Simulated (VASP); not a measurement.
# BaIrCl (P4/nmm) in VASP: single point with PBE

Aim: the single point of BaIrCl with PBE.

Everything below comes from runs of VASP 6.6.1. Logs are shortened: lines on timing, memory, paths and dates and some standing lists are left out, and cuts for length are marked.

## 1. The cell of the first run

Symmetry: P4/nmm, No. 129, tetragonal system. Conventional cell: a = 4.632 Å, b = 4.632 Å, c = 7.568 Å, α = 90.00°, β = 90.00°, γ = 90.00°. Ba (site symmetry 4mm) has 5 Cl at 2.90 to 3.30 Å and 4 Ir at 3.14 Å within 3.8 Å. Within 4.1 Å of Ir (site symmetry -4m2) lie 4 Ba at 3.14 Å and 4 Ir at 3.28 Å and 4 Cl at 3.45 Å. Cl (site symmetry 4mm) has 5 Ba at 2.90 to 3.30 Å and 4 Ir at 3.45 Å within 3.8 Å.

## 2. Single point, PBE

INCAR

```
SYSTEM = BaIrCl
ALGO = Normal ; EDIFF = 1E-7
ENCUT = 520 ; GGA = PE
ISIF = 2 ; ISMEAR = 0
LASPH = .TRUE. ; LCHARG = .FALSE.
LREAL = .FALSE. ; LWAVE = .FALSE.
NBANDS = 35 ; NELM = 100
PREC = Accurate ; SIGMA = 0.0115
```

KPOINTS

```
k-points
0
G
  6 6 4
  0 0 0
```

POSCAR

```
BaIrCl
1.0
    4.6322230000      0.0000000000      0.0000000000
    0.0000000000      4.6322230000      0.0000000000
    0.0000000000      0.0000000000      7.5683460000
Ba Ir Cl
2 2 2
Direct
    0.0000000000      0.5000000000      0.2794556488
    0.5000000000      0.0000000000      0.7205443512
    0.0000000000      0.0000000000      0.0000000000
    0.5000000000      0.5000000000      0.0000000000
    0.0000000000      0.5000000000      0.6626910661
    0.5000000000      0.0000000000      0.3373089339
```

Potentials or basis: VASP PAW PBE potentials, release 64 (Ba_sv, Ir, Cl).

Launch:

```bash
$ cat potpaw_PBE.64/Ba_sv/POTCAR potpaw_PBE.64/Ir/POTCAR potpaw_PBE.64/Cl/POTCAR > POTCAR
$ mpirun -np 1 vasp_std > vasp.out
```

OUTCAR:

```text
SYSTEM = BaIrCl
   EDIFF = 1E-7
   ENCUT = 520
   GGA = PE
   ISIF = 2
   ISMEAR = 0
   LASPH = .TRUE.
   LREAL = .FALSE.
   NELM = 100
   PREC = Accurate

 ion  position               nearest neighbor table
   1  0.000  0.500  0.279-   5 2.90   4 3.14   3 3.14   3 3.14   4 3.14   6 3.30   6 3.30   6 3.30
                             6 3.30   2 4.68   2 4.68   2 4.68   2 4.68
   2  0.500  0.000  0.721-   6 2.90   4 3.14   3 3.14   4 3.14   3 3.14   5 3.30   5 3.30   5 3.30
                             5 3.30   1 4.68   1 4.68   1 4.68   1 4.68
   3  0.000  0.000  0.000-   1 3.14   2 3.14   1 3.14   2 3.14   4 3.28   4 3.28   4 3.28   4 3.28

   4  0.500  0.500  0.000-   1 3.14   2 3.14   2 3.14   1 3.14   3 3.28   3 3.28   3 3.28   3 3.28

   5  0.000  0.500  0.663-   1 2.90   2 3.30   2 3.30   2 3.30   2 3.30
   6  0.500  0.000  0.337-   2 2.90   1 3.30   1 3.30   1 3.30   1 3.30

  LATTYP: Found a simple tetragonal cell.
 ALAT       =     4.6322230000
 C/A-ratio  =     1.6338475069

  Lattice vectors:

 A1 = (   4.6322230000,   0.0000000000,   0.0000000000)
 A2 = (   0.0000000000,   4.6322230000,   0.0000000000)
 A3 = (   0.0000000000,   0.0000000000,   7.5683460000)

Analysis of symmetry for initial positions (statically):
=====================================================================
 Subroutine PRICEL returns:
 Original cell was already a primitive cell.

 Routine SETGRP: Setting up the symmetry group for a
 simple tetragonal supercell.

 Subroutine GETGRP returns: Found 16 space group operations
 (whereof  8 operations were pure point group operations)
 out of a pool of 16 trial point group operations.

The static configuration has the point symmetry D_2d.
 The point group associated with its full space group is D_4h.

Analysis of symmetry for dynamics (positions and initial velocities):
=====================================================================
 Subroutine PRICEL returns:
 Original cell was already a primitive cell.

 Routine SETGRP: Setting up the symmetry group for a
 simple tetragonal supercell.

 Subroutine GETGRP returns: Found 16 space group operations
 (whereof  8 operations were pure point group operations)
 out of a pool of 16 trial point group operations.

The dynamic configuration has the point symmetry D_2d.
 The point group associated with its full space group is D_4h.

 Subroutine INISYM returns: Found 16 space group operations
 (whereof  8 operations are pure point group operations),
 and found     1 'primitive' translations

----------------------------------------------------------------------------------------

[... 101 lines left out ...]
   LREAL  =      F    real-space projection
   EDIFFG = 0.1E-05   stopping-criterion for IOM
   NSW    =      0    number of steps for IOM
   IBRION =     -1    ionic relax: 0-MD 1-quasi-New 2-CG
   NFREE  =      0    steps in history (QN), initial steepest desc. (CG)
   ISIF   =      2    stress and relaxation
   ISYM   =      2    0-nonsym 1-usesym 2-fastsym
   POTIM  = 0.5000    time-step for ionic-motion
   TEBEG  =    0.0;   TEEND  =   0.0 temperature during run
   PSTRESS=    0.0 pullay stress
   NELECT =      52.0000    total number of electrons
   NUPDOWN=      -1.0000    fix difference up-down
   EMIN   =  10.00;   EMAX   =-10.00  energy-range for DOS
   EFERMI =   0.00;   METHOD = LEGACY
   ISMEAR =     0;   SIGMA  =   0.01  broadening in eV -4-tet -1-fermi 0-gaus
   EFERMI_NEDOS =   21; number of points for ismear=-14 and -15
   IALGO  =     38    algorithm
   IMIX   =      4    mixing-type and parameters
     AMIX     =   0.40;   BMIX     =  1.00
     AMIX_MAG =   1.60;   BMIX_MAG =  1.00
  volume/ion in A,a.u.               =      27.07       182.65
  Fermi-wavevector in a.u.,A,eV,Ry     =   1.119995  2.116483 17.066988  1.254388
  Thomas-Fermi vector in A             =   2.256638
   LORBIT       =      0    0 simple, 1 ext, 2 COOP (PROOUT), +10 PAW based schemes
   GGA     = PE    functional components
   LHFCALC =     F    Hartree Fock is set to
   AEXX    =    0.0000 exact exchange contribution
   IVDW    =     0    specifies the selected vdW correction
   LEPSILON=     F    determine dielectric tensor
   LRPA    =     F    only Hartree local field effects (RPA)
 non-spin polarized calculation
 Gauss-broadening in eV      SIGMA  =   0.01
  energy-cutoff  :      520.00
  volume of cell :      162.40
 maximum number of plane-waves:      4399
 NGX is ok and might be reduce to    36
   NGX = 17   NGY = 17   NGZ = 29

 number of electron      52.0000003 magnetization

 Free energy of the ion-electron system (eV)
  ---------------------------------------------------
  ext. energy  EPLUGINS =         0.00000000
  ---------------------------------------------------
  free energy    TOTEN  =       -26.80567128 eV

  energy without entropy =      -26.80440277  energy(sigma->0) =      -26.80503702

 E-fermi :   2.9918     XC(G=0):  -9.6272

 val. band max:        2.9882765229   @ k =   0.1667   0.0000   0.0000
 cond. band min:       2.9928946884   @ k =   0.3333   0.1667   0.2500
 fundamental gap:      0.0046181655
 Fermi energy:         2.9917971710

 k-point     1 :       0.0000    0.0000    0.0000
  band No.  band energies     occupation
      1     -23.4930      2.00000
      2     -23.4589      2.00000
      3     -12.2458      2.00000
      4     -12.1012      2.00000
      5      -8.9688      2.00000
      6      -8.8298      2.00000
[... 901 lines left out ...]
     34       8.4105      0.00000
     35       9.5544      0.00000

 [... further k-points ...]
[... 5 lines left out ...]
  --------------------------------------------------------------------------------------
  -------------------------------------------------------------------------------------
  Total       -5.9260177     -5.9260177     14.3116245      0.0000000      0.0000000      0.0000000
  in kB      -58.4646877    -58.4646877    141.1950986      0.0000000      0.0000000      0.0000000
  external PRESSURE =       8.0885744 kB  Pullay stress =       0.0000000 kB

 VOLUME and BASIS-vectors are now :
 -----------------------------------------------------------------------------
  energy-cutoff  :      520.00
  volume of cell :      162.40
      direct lattice vectors                 reciprocal lattice vectors
     4.632223000  0.000000000  0.000000000     0.215879071  0.000000000  0.000000000
     0.000000000  4.632223000  0.000000000     0.000000000  0.215879071  0.000000000
     0.000000000  0.000000000  7.568346000     0.000000000  0.000000000  0.132129266

 POSITION                                       TOTAL-FORCE (eV/Angst)
 -----------------------------------------------------------------------------------
      0.00000      2.31611      2.11502        -0.000000     -0.000000      0.145508
      2.31611      0.00000      5.45333         0.000000      0.000000     -0.145508
      0.00000      0.00000      0.00000         0.000000     -0.000000     -0.000000
      2.31611      2.31611      0.00000         0.000000      0.000000     -0.000000
      0.00000      2.31611      5.01548        -0.000000      0.000000      0.073137
      2.31611      0.00000      2.55287         0.000000      0.000000     -0.073137
 -----------------------------------------------------------------------------------
    total drift:                                0.000000      0.000000      0.000000

  FREE ENERGIE OF THE ION-ELECTRON SYSTEM (eV)
  ---------------------------------------------------
  free  energy   TOTEN  =       -26.8056712758 eV

  energy  without entropy=      -26.8044027731  energy(sigma->0) =      -26.80503702
```

OSZICAR:

```text
N       E                     dE             d eps       ncg     rms          rms(c)
DAV:   1     0.457674914432E+03    0.45767E+03   -0.22396E+04  2100   0.133E+03
DAV:   2     0.230815259828E+02   -0.43459E+03   -0.40899E+03  2329   0.323E+02
DAV:   3    -0.249254165356E+02   -0.48007E+02   -0.46074E+02  3008   0.108E+02
DAV:   4    -0.274868646838E+02   -0.25614E+01   -0.25299E+01  2992   0.247E+01
DAV:   5    -0.275880546283E+02   -0.10119E+00   -0.10109E+00  3143   0.443E+00    0.111E+01
DAV:   6    -0.269762216366E+02    0.61183E+00   -0.49607E+00  3045   0.111E+01    0.528E+00
DAV:   7    -0.268310798529E+02    0.14514E+00   -0.14317E+00  3168   0.665E+00    0.418E+00
DAV:   8    -0.267947560573E+02    0.36324E-01   -0.20459E-01  2581   0.297E+00    0.102E+00
DAV:   9    -0.268021971129E+02   -0.74411E-02   -0.18286E-02  2378   0.705E-01    0.284E-01
DAV:  10    -0.268048407539E+02   -0.26436E-02   -0.36167E-03  2493   0.304E-01    0.115E-01
DAV:  11    -0.268054780206E+02   -0.63727E-03   -0.62044E-04  2595   0.129E-01    0.432E-02
DAV:  12    -0.268056048977E+02   -0.12688E-03   -0.17540E-04  2605   0.671E-02    0.187E-02
DAV:  13    -0.268056670135E+02   -0.62116E-04   -0.70525E-05  2385   0.382E-02    0.566E-03
DAV:  14    -0.268056707161E+02   -0.37026E-05   -0.68134E-06  2837   0.111E-02    0.242E-03
DAV:  15    -0.268056712133E+02   -0.49719E-06   -0.62923E-07  2370   0.402E-03    0.111E-03
DAV:  16    -0.268056712758E+02   -0.62480E-07   -0.16718E-07  2034   0.187E-03
   1 F= -.26805671E+02 E0= -.26805037E+02  d E =-.126850E-02
```

Run time: 5.9 min. Hardware: 1 thread of Intel Xeon 8259CL, shared host; peak memory 0.35 GiB.

Results:

```yaml
Free_energy: -26.8057 eV
Pressure: 0.8 GPa
Largest_force: 0.146 eV/Å
Band_gap_on_the_k_mesh: zero (band 26 reaches 3.31 eV, above the bottom of band 27 at 2.78 eV)
```

Forces on the atoms (eV/Å):
```
Ba   0.000  0.000  0.146
Ba   0.000  0.000 -0.146
Ir   0.000  0.000  0.000
Ir   0.000  0.000  0.000
Cl   0.000  0.000  0.073
Cl   0.000  0.000 -0.073
```

Levels at points of the mesh, in eV from the Fermi level:
| k point | band 22 | band 23 | band 24 | band 25 | band 26 | band 27 | band 28 | band 29 | band 30 | band 31 |
| --- | --- | --- | --- | --- | --- | --- | --- | --- | --- | --- |
| (0.00, 0.00, 0.00) | -0.91 | -0.68 | 0.08 | 0.08 | 0.32 | 1.10 | 2.41 | 2.54 | 2.54 | 2.55 |
| (0.50, 0.00, 0.00) | -0.64 | -0.41 | -0.41 | -0.36 | -0.36 | -0.21 | -0.21 | 4.08 | 4.08 | 4.68 |
| (0.50, 0.50, 0.00) | -0.48 | -0.40 | -0.40 | -0.01 | -0.01 | 1.81 | 1.81 | 1.83 | 1.83 | 4.48 |
| (0.00, 0.00, 0.50) | -1.01 | -0.29 | 0.02 | 0.02 | 0.31 | 1.10 | 1.64 | 2.16 | 2.90 | 3.20 |
| (0.50, 0.00, 0.50) | -0.58 | -0.56 | -0.56 | -0.45 | -0.45 | -0.08 | -0.08 | 3.86 | 3.86 | 4.48 |
| (0.50, 0.50, 0.50) | -0.48 | -0.15 | -0.15 | -0.01 | -0.01 | 1.96 | 1.96 | 2.69 | 2.69 | 2.83 |

Caveat: spin-orbit coupling is left out, which moves the levels of the heavy elements.
